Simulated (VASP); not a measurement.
# AlN: relaxation of cell and atoms with PBEsol

The system is AlN.

```
CELL_PARAMETERS angstrom
3.31212 0.00000 0.00000
-1.65606 2.86838 0.00000
0.00000 0.00000 4.18756
ATOMIC_POSITIONS crystal
Al 0.33333 0.66667 0.75000
Al 0.66667 0.33333 0.25000
N 0.33333 0.66667 0.25000
N 0.66667 0.33333 0.75000
```

- Program: VASP 6.6.1
- Task: relaxation of cell and atoms
- Functional: PBEsol
- Potentials or basis: VASP PAW PBE potentials, release 64 (Al, N)
- Cutoff: 600 eV
- k mesh: 6 × 6 × 4
- Occupations: gaussian, width 0.01 eV
- Spin: no spin polarisation
- Target pressure: 5 GPa
- Dipole correction: no
- Further INCAR settings: ALGO = Normal; EDIFF = 1e-07; IBRION = 2; EDIFFG = -0.01; NSW = 80; ISIF = 3

The relaxed volume is 9.55 Å³/atom. The relaxed cell is a = 3.280 Å, b = 3.280 Å, c = 4.098 Å, α = 90.00°, β = 90.00°, γ = 120.00°. The space group after relaxing (to 0.05 Å) is P6_3/mmc (No. 194), the energy change on relaxing (the enthalpy is what falls) is +1.0 meV/atom and the ionic steps are 9. The pressure after relaxing is 5.0 GPa. The band gap on the k mesh is 3.52 eV, direct.

The path:
| step | energy change (eV) | largest force (eV/Å) | pressure (GPa) | volume (Å³) |
| --- | --- | --- | --- | --- |
| 1 | 0.0000 | 0.0000 | -3.65 | 39.78 |
| 2 | 0.0932 | 0.0000 | 14.87 | 36.77 |
| 3 | 0.0047 | 0.0000 | 5.01 | 38.23 |
| 4 | 0.0057 | 0.0000 | 5.19 | 38.20 |
| 5 | 0.0049 | 0.0000 | 5.20 | 38.17 |
| 6 | 0.0052 | 0.0000 | 5.21 | 38.15 |
| 7 | 0.0052 | 0.0000 | 5.21 | 38.15 |
| 8 | 0.0030 | 0.0000 | 4.77 | 38.22 |
| 9 | 0.0041 | 0.0000 | 5.00 | 38.19 |

Final structure:
```yaml
crystal:
  lattice:
    - [3.28006, 0.00000, 0.00000]
    - [-1.64003, 2.84062, 0.00000]
    - [0.00000, 0.00000, 4.09832]
  atoms:
    - { symbol: Al, position: [0.33333, 0.66667, 0.75000] }
    - { symbol: Al, position: [0.66667, 0.33333, 0.25000] }
    - { symbol: N, position: [0.33333, 0.66667, 0.25000] }
    - { symbol: N, position: [0.66667, 0.33333, 0.75000] }
```

Levels at points of the mesh, in eV from the valence-band top:
| k point | band 6 | band 7 | band 8 | band 9 | band 10 | band 11 |
| --- | --- | --- | --- | --- | --- | --- |
| (0.00, 0.00, 0.00) | -1.63 | -1.63 | 0.00 | 3.52 | 4.67 | 8.33 |
| (0.50, 0.00, 0.00) | -4.28 | -3.03 | -1.39 | 3.88 | 7.22 | 7.51 |
| (0.00, 0.00, 0.50) | -2.56 | -2.56 | -2.56 | 5.85 | 5.85 | 8.47 |
| (0.50, 0.00, 0.50) | -3.34 | -1.79 | -1.79 | 5.15 | 5.15 | 9.72 |

Run time: 56 s on 1 thread of AMD EPYC 7R43 64-Core Processor (Zen 3), with other jobs on the host, peak memory 0.13 GiB.

Caveat: the cell is relaxed towards a set pressure, so the enthalpy falls and the energy may rise; the PAW data sets were made with another functional, which shifts forces and pressure a little. As with any semilocal functional, this PBEsol gap is likely too small.
